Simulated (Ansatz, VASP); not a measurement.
# Tl: VASP beside Ansatz

```
Tl
1.0
     3.54874    0.00000    0.00000
    -1.77437    3.07330    0.00000
     0.00000    0.00000   11.45123
Tl
4
Cartesian
  3.5487 0.0000 11.4512
  1.7744 3.0733 5.7256
  0.0000 2.0489 2.8628
  1.7744 1.0244 8.5884
```

Alike in both runs: task single point; functional PBE; k mesh 12 × 12 × 3; occupations fermi-dirac, width 0.1 eV; no spin polarisation.

|  | VASP | Ansatz |
| --- | --- | --- |
| version | VASP 6.6.1 | Ansatz 0.2.0 |
| potentials or method | VASP PAW PBE potentials, release 64 (Tl_d), cutoff 520 eV | plane waves (420 eV) with PAW, scalar-relativistic |
| valence electrons in the cell | 52 | 52 |

```tsv
	VASP	Ansatz	Ansatz less VASP
pressure (GPa)	0.0	0.1	+0.06
traceless stress, the component that is largest in VASP (GPa)	-0.16	-0.16	+0.005
```

Spin-orbit coupling is off throughout.
